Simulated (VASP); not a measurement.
# AlIn2Sb3: single point with PBE

The system is AlIn2Sb3.

```xyz
6
Lattice="4.5917 0.0000 0.0000 -2.2958 3.9765 0.0000 0.0000 0.0000 11.2654" Properties=species:S:1:pos:R:3 pbc="T T T"
Al    0.0000    2.6510    7.5145
In    0.0000    0.0000   11.1991
In    2.2958    1.3255    3.8066
Sb    0.0000    0.0000    8.3234
Sb    0.0000    2.6510    4.8212
Sb    2.2958    1.3255    0.9479
```

* Program: VASP 6.6.1
* Task: single point
* Functional: PBE
* Potentials or basis: VASP PAW PBE potentials, release 64 (Al, In_d, Sb)
* Cutoff: 520 eV
* k mesh: 12 × 12 × 4
* Occupations: gaussian, width 0.1 eV
* Spin: no spin polarisation
* Dipole correction: no
* Further INCAR settings: ALGO = Normal; EDIFF = 1e-06; NBANDS = 31

```yaml
Pressure: 0.0 GPa
Largest_force: 0.015 eV/Å
Band_gap_on_the_k_mesh: zero (filled and empty bands touch)
```

Forces on the atoms (eV/Å):
```
Al   0.000  0.000  0.007
In   0.000  0.000  0.001
In   0.000  0.000  0.000
Sb   0.000  0.000  0.008
Sb   0.000  0.000 -0.015
Sb   0.000  0.000 -0.002
```

Levels at points of the mesh, in eV from the Fermi level:
```csv
k point,band 18,band 19,band 20,band 21,band 22,band 23,band 24,band 25,band 26,band 27
"(0.00, 0.00, 0.00)",-0.66,-0.66,-0.21,-0.14,-0.05,-0.05,0.58,0.91,2.79,2.79
"(0.50, 0.00, 0.00)",-2.26,-2.17,-2.14,-1.45,-1.28,1.15,1.23,1.72,1.75,3.46
"(0.00, 0.00, 0.50)",-1.17,-0.46,-0.46,-0.24,-0.24,0.45,0.96,1.14,3.01,3.01
"(0.50, 0.00, 0.50)",-2.61,-2.15,-1.81,-1.04,-0.98,0.50,1.23,1.72,2.57,2.61
```

It took 6.7 min on 1 thread of Intel(R) Xeon(R) Platinum 8259CL CPU @ 2.50GHz (Skylake/Cascade Lake), with other jobs on the host, peak memory 0.59 GiB.

Caveat: spin-orbit coupling is left out, which moves the levels of the heavy elements.
